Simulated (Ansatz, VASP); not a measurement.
# Ta in VASP and in Ansatz

INCAR

```
SYSTEM = Ta
ALGO = Normal ; EDIFF = 1E-6
ENCUT = 520 ; GGA = PE
ISIF = 2 ; ISMEAR = 0
LASPH = .TRUE. ; LCHARG = .TRUE.
LELF = .TRUE. ; LREAL = .FALSE.
LVHAR = .TRUE. ; LWAVE = .FALSE.
NBANDS = 12 ; NELM = 60
PREC = Accurate ; SIGMA = 0.15
```

KPOINTS

```
k-points
0
G
  20 20 20
  0 0 0
```

The input POSCAR:

```
Ta
1.0
   -1.6017416000      1.6017416000      1.6265108000
    1.6017416000     -1.6017416000      1.6265108000
    1.6017416000      1.6017416000     -1.6265108000
Ta
1
Direct
    0.0000000000      0.0000000000      0.0000000000
```

Input for Ansatz:

```yaml
crystal:
  lattice:
    - [-1.6017416, 1.6017416, 1.6265108]
    - [1.6017416, -1.6017416, 1.6265108]
    - [1.6017416, 1.6017416, -1.6265108]
  atoms:
    - { symbol: Ta, position: [0.0, 0.0, 0.0] }
basis:
  ecutwfc: 420
kpoints:
  mp_grid: { grid: [20, 20, 20] }
hamiltonian:
  xc: pbe
scf:
  occupations: { method: gaussian, width: 0.15 }
output:
  forces: true
  stress: true
  eigenvalues: true
```

Change from the starting cell: strain -0.030 along x and y, -0.015 along z, atoms carried along.

Alike in both runs: task single point; functional PBE; k mesh 20 × 20 × 20; occupations gaussian, width 0.15 eV; no spin polarisation.

|  | VASP | Ansatz |
| --- | --- | --- |
| version | VASP 6.6.1 | Ansatz 0.2.0 |
| potentials or method | VASP PAW PBE potentials, release 64 (Ta_pv), cutoff 520 eV | scalar-relativistic, plane waves, PAW |
| valence electrons in the cell | 11 | 13 |

|  | VASP | Ansatz | Ansatz less VASP |
| --- | --- | --- | --- |
| gap on the k mesh at the Fermi level (eV) | none | none | - |
| pressure (GPa) | 21.6 | 21.3 | -0.27 |
| traceless stress, the component that is largest in VASP (GPa) | -1.50 | -1.50 | -0.004 |

A gap of «none» marks a metal or a gap that the smearing closes. With one functional, cell and mesh, what is left measures potentials, basis and numerics. VASP's potentials hold 11 valence electrons a cell and Ansatz's 13, so a difference there can come from the potentials and not from the codes.

Spin-orbit coupling is off throughout.
